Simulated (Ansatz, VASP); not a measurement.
## Two plane-wave programs on Lu

```
Lu
1.0
     3.49198    0.00000    0.00000
    -1.74599    3.02414    0.00000
     0.00000    0.00000   10.97359
Lu
4
Direct
  0.00000 0.00000 0.00000
  0.00000 0.00000 0.50000
  0.33333 0.66667 0.25000
  0.66667 0.33333 0.75000
```

Alike in both runs: functional PBE; k mesh 6 × 6 × 2; occupations gaussian, width 0.05 eV; no spin polarisation.

Ansatz relaxed the structure, and its values are those at the end. VASP's run is a single point on that final structure, the one shown.

```csv
,VASP,Ansatz
version,VASP 6.6.1,Ansatz 0.2.0
potentials or method,"VASP PAW PBE potentials, release 64 (Lu), cutoff 520 eV","scalar-relativistic, plane waves, PAW"
valence electrons in the cell,100,100
```

```csv
,VASP,Ansatz,Ansatz less VASP
gap on the k mesh at the Fermi level (eV),none,none,-
pressure (GPa),-0.1,0.0,+0.13
```

A gap of «none» marks a metal or a gap that the smearing closes.

Neither program's run includes spin-orbit coupling.
